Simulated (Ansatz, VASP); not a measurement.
**One calculation of BN, two programs**

```
B N
1.0
     1.25384   -3.33948    0.00000
     2.50768    0.00000    0.00000
     0.83589   -1.11316    8.67533
B N
4 4
Direct
  0.72222 0.86111 0.83335
  0.97222 0.48611 0.08335
  0.88888 0.94444 0.33335
  0.80555 0.40277 0.58335
  0.94447 0.97223 0.16660
  0.86113 0.43057 0.41660
  0.77780 0.88890 0.66660
  0.69447 0.34723 0.91660
```

Alike in both runs: task single point; functional PBE; dispersion D3(BJ); k mesh 7 × 9 × 3; occupations gaussian, width 0.05 eV; no spin polarisation.

|  | VASP | Ansatz |
| --- | --- | --- |
| version | VASP 6.6.1 | Ansatz 0.2.0 |
| potentials or method | VASP PAW PBE potentials, release 64 (B, N), cutoff 520 eV | scalar-relativistic, plane waves, PAW |
| valence electrons in the cell | 32 | 32 |

|  | VASP | Ansatz | Ansatz less VASP |
| --- | --- | --- | --- |
| gap on the k mesh at the Fermi level (eV) | 2.33 | 2.33 | -0.003 |
| least direct gap on the mesh (eV) | 2.42 | 2.42 | -0.002 |
| pressure (GPa) | -3.8 | -3.9 | -0.06 |
| traceless stress, the component that is largest in VASP (GPa) | -9.93 | -9.91 | +0.014 |
| rms of the force components (eV/Å) | 0.905 | 0.905 | -0.0001 |

Atom by atom the forces differ by 0.004 eV/Å (rms over components).
